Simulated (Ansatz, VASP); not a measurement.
**Two plane-wave programs on GaP**

```xyz
2
Lattice="0.0000 2.7252 2.5890 2.7252 0.0000 2.5890 2.7252 2.7252 0.0000" Properties=species:S:1:pos:R:3 pbc="T T T"
Ga    0.0000    0.0000    0.0000
P     4.0879    4.0879    3.8835
```

Change from the starting cell: strain +0.000 along x and y, -0.050 along z, atoms carried along.

Alike in both runs: task single point; functional r2SCAN; k mesh 8 × 8 × 8; occupations gaussian, width 0.05 eV; no spin polarisation.

```csv
,VASP,Ansatz
version,VASP 6.6.1,Ansatz 0.2.0
potentials or method,"VASP PAW PBE potentials, release 64 (Ga_d, P), cutoff 520 eV","scalar-relativistic, plane waves, PAW"
valence electrons in the cell,18,18
```

```csv
,VASP,Ansatz,Ansatz less VASP
gap on the k mesh at the Fermi level (eV),1.29,1.29,-0.007
least direct gap on the mesh (eV),2.59,2.61,+0.024
pressure (GPa),5.0,5.0,+0.04
"traceless stress, the component that is largest in VASP (GPa)",2.56,2.54,-0.020
```

VASP's potentials were made for PBE, not for r2SCAN.
